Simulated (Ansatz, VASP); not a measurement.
Ba2Co3S2: VASP beside Ansatz

File POSCAR:

```
Ba2Co3S2
1.0
    0.0000000000     -3.2414050000      4.6557740000
    2.7455580000     -1.7229540000     -4.6557740000
    3.1153440000      1.7229540000      4.6557740000
Ba Co S
2 3 2
Direct
    0.0000000000      0.0000000000      0.0000000000
    0.5000000000      0.5000000000      0.5000000000
    0.0000000000      0.5000000000      0.5000000000
    0.5000000000      0.0000000000      0.5000000000
    0.0000000000      0.0000000000      0.5000000000
    0.7210000000      0.2790000000      0.8370000000
    0.2790000000      0.7210000000      0.1630000000
```

File INCAR.step1:

```
SYSTEM = Ba2Co3S2
PREC = Accurate
ENCUT = 520
ISMEAR = -1
SIGMA = 0.1
LREAL = .FALSE.
LASPH = .TRUE.
NELM = 60
NBANDS = 38
GGA = PE
ALGO = Normal
EDIFF = 1E-4
LWAVE = .TRUE.
LCHARG = .FALSE.
```

Contents of INCAR.step2:

```
SYSTEM = Ba2Co3S2
PREC = Accurate
ENCUT = 520
EDIFF = 1E-6
ISMEAR = -1
SIGMA = 0.1
LREAL = .FALSE.
LASPH = .TRUE.
NELM = 60
ALGO = Normal
ISIF = 2
LWAVE = .FALSE.
LCHARG = .FALSE.
METAGGA = R2SCAN
LMIXTAU = .TRUE.
NBANDS = 38
ISTART = 1
```

File KPOINTS:

```
Automatic mesh
0
G
  7 7 7
  0 0 0
```

Input for Ansatz:

```yaml
crystal:
  lattice:
    - [0.0, -3.241405, 4.655774]
    - [2.745558, -1.722954, -4.655774]
    - [3.115344, 1.722954, 4.655774]
  atoms:
    - { symbol: Ba, position: [0.0, 0.0, 0.0] }
    - { symbol: Co, position: [0.0, 0.5, 0.5] }
    - { symbol: Co, position: [0.5, 0.0, 0.5] }
    - { symbol: Co, position: [0.0, 0.0, 0.5] }
    - { symbol: S, position: [0.721, 0.279, 0.837] }
    - { symbol: S, position: [0.279, 0.721, 0.163] }
    - { symbol: Ba, position: [0.5, 0.5, 0.5] }
  symmetry: { tolerance: 0.0003 }
kpoints:
  mp_grid: { grid: [7, 7, 7], shift: [0, 0, 0] }
  band_path:
    path:
      - [0.0, 0.0, 0.0]
      - [0.0, 0.0, -0.5]
      - [0.25764547, -0.51529093, -0.24235453]
      - [0.48470907, -0.74235453, 0.24235453]
      - [0.0, -0.5, 0.0]
      - [0.0, 0.0, 0.0]
      - [0.37117727, -0.74235453, 0.37117727]
      - [0.37117727, -0.62882273, 0.0]
      - [0.5, -0.5, 0.0]
      - [0.0, 0.0, 0.0]
    npoints: 6
magnetization:
  spin_polarized: false
scf:
  occupations: { method: fermi_dirac }
  lower_state_search: "off"
  max_iter: 200
hamiltonian:
  pseudopotentials: { kind: paw }
  xc: r2scan
basis:
  ecutwfc: 500
  fft_grid_basis: typed
output:
  forces: true
  stress: true
  eigenvalues: true
  bader: true
  populations: true
  elf: true
  write_potential: true
  volumetric_format: npy
  dos:
    e_range: [-12, 8]
    de: 0.05
    projected: { site_lists: { Ba: [Ba], Co: [Co], S: [S] } }
checkpoint:
  read: saved_state
```

Alike in both runs: task single point; functional r2SCAN; k mesh 7 × 7 × 7; no spin polarisation.

|  | VASP | Ansatz |
| --- | --- | --- |
| version | VASP 6.6.1 | Ansatz 0.2.0 |
| potentials or method | VASP PAW PBE potentials, release 64 (Ba_sv, Co, S), cutoff 520 eV | PAW plane waves |
| occupations | fermi-dirac, width 0.1 eV | fermi-dirac |
| valence electrons in the cell | 59 | 83 |

Ansatz gave:

* pressure (GPa): -0.8
* rms of the force components (eV/Å): 0.705

Question: What did VASP give for the same quantities?

Answer: Pressure (GPa): 1.0; rms of the force components (eV/Å): 0.719.

VASP's potentials were made for PBE, not for r2SCAN. VASP's potentials hold 59 valence electrons a cell and Ansatz's 83, so a difference there can come from the potentials and not from the codes. Ansatz's warnings: structure snapped to symmetry.

Neither program's run includes spin-orbit coupling.
